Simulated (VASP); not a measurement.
Write the native input for VASP 6.6.1 that does the following.

```yaml
Task: single point
Functional: PBE
Potentials_or_basis: VASP PAW PBE potentials, release 64 (C, H)
Cutoff: 520 eV
k_mesh: 1 × 1 × 36
Occupations: gaussian, width 0.05 eV
Spin: no spin polarisation
Dipole_correction: no
Further_INCAR_settings: ALGO = Normal; EDIFF = 1e-06; NBANDS = 38
```

The structure of HC6 (flat sheet) lies in POSCAR:

```
HC6
1.0
   22.6000000000      0.0000000000      0.0000000000
    0.0000000000      9.3000000000      0.0000000000
    0.0000000000      0.0000000000      2.4630210243
C H
12 2
Direct
    0.2783625131      0.5000000000      0.5000000000
    0.3735676924      0.5000000000      0.0000000000
    0.4683465653      0.5000000000      0.5000000000
    0.5630417306      0.5000000000      0.0000000000
    0.6577067336      0.5000000000      0.5000000000
    0.7517349693      0.5000000000      0.0000000000
    0.2482650307      0.5000000000      0.0000000000
    0.3422932664      0.5000000000      0.5000000000
    0.4369582694      0.5000000000      0.0000000000
    0.5316534347      0.5000000000      0.5000000000
    0.6264323076      0.5000000000      0.0000000000
    0.7216374869      0.5000000000      0.5000000000
    0.8000507533      0.5000000000      1.0000000000
    0.1999492467      0.5000000000      0.0000000000
```

One way to write it, as run:

INCAR

```
SYSTEM = HC6
ALGO = Normal
EDIFF = 1E-6
ENCUT = 520
GGA = PE
ISIF = 2
ISMEAR = 0
LASPH = .TRUE.
LCHARG = .FALSE.
LREAL = .FALSE.
LWAVE = .FALSE.
NBANDS = 38
NELM = 60
PREC = Accurate
SIGMA = 0.05
```

KPOINTS

```
k-points
0
G
  1 1 36
  0 0 0
```

Potentials or basis: VASP PAW PBE potentials, release 64 (C, H).

Launch:

```sh
$ cat potpaw_PBE.64/C/POTCAR potpaw_PBE.64/H/POTCAR > POTCAR
$ mpirun -np 1 vasp_std > vasp.out
```

Results of the run:

The largest force is 0.022 eV/Å and the band gap on the k mesh is zero (band 25 reaches -2.21 eV, above the bottom of band 26 at -2.26 eV).

Run time: 6.9 min on 1 thread of AMD EPYC 9R45 96-Core Processor (Zen 5) (shared host), peak memory 0.59 GiB.
